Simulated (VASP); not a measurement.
Set up this calculation in VASP 6.6.1, as the native input.

```
Task                   : single point
Functional             : r2SCAN
Potentials or basis    : VASP PAW PBE potentials, release 64 (Mo_sv)
Cutoff                 : 520 eV
k mesh                 : 24 × 24 × 20
Occupations            : gaussian, width 0.15 eV
Spin                   : no spin polarisation
Dipole correction      : no
Further INCAR settings : ALGO = Normal; EDIFF = 1e-07; NBANDS = 13
```

Crystal: Mo.

```xyz
1
Lattice="2.7355 0.0000 0.0000 -1.3678 2.3690 0.0000 0.0000 0.0000 2.5552" Properties=species:S:1:pos:R:3 pbc="T T T"
Mo    0.0000    0.0000    1.2776
```

This isn't the form of Mo at room conditions, which is bcc.

These files were run (other wordings do the same):

POSCAR

```
Mo
1.0
    2.7355103972      0.0000000000      0.0000000000
   -1.3677551986      2.3690214963      0.0000000000
    0.0000000000      0.0000000000      2.5551807000
Mo
1
Direct
    0.0000000000      0.0000000000      0.5000000000
```

INCAR.step1

```
SYSTEM = Mo
ALGO = Normal ; EDIFF = 1E-4
ENCUT = 520 ; GGA = PE
ISMEAR = 0 ; LASPH = .TRUE.
LCHARG = .FALSE. ; LREAL = .FALSE.
LWAVE = .TRUE. ; NBANDS = 13
NELM = 60 ; PREC = Accurate
SIGMA = 0.15
```

INCAR.step2

```
SYSTEM = Mo
ALGO = Normal ; EDIFF = 1E-7
ENCUT = 520 ; ISIF = 2
ISMEAR = 0 ; ISTART = 1
LASPH = .TRUE. ; LCHARG = .FALSE.
LMIXTAU = .TRUE. ; LREAL = .FALSE.
LWAVE = .FALSE. ; METAGGA = R2SCAN
NBANDS = 13 ; NELM = 60
PREC = Accurate ; SIGMA = 0.15
```

KPOINTS

```
k-points
0
G
  24 24 20
  0 0 0
```

Potentials or basis: VASP PAW PBE potentials, release 64 (Mo_sv).

The run is started by

```console
$ cat potpaw_PBE.64/Mo_sv/POTCAR > POTCAR
$ cp INCAR.step1 INCAR
$ mpirun -np 1 vasp_std > vasp.out
$ cp INCAR.step2 INCAR
$ mpirun -np 1 vasp_std > vasp.out
```

Results of the run:

```json
{"Pressure": "1.5 GPa", "Band gap on the k mesh": "zero (bands 7 and 8 overlap by 1.92 eV)"}
```

Caveat: the PAW data sets were made with another functional, which shifts forces and pressure a little.

Wall time 7 min on 1 thread of Intel(R) Xeon(R) Platinum 8259CL CPU @ 2.50GHz (Skylake/Cascade Lake) (shared host), peak memory 0.24 GiB.
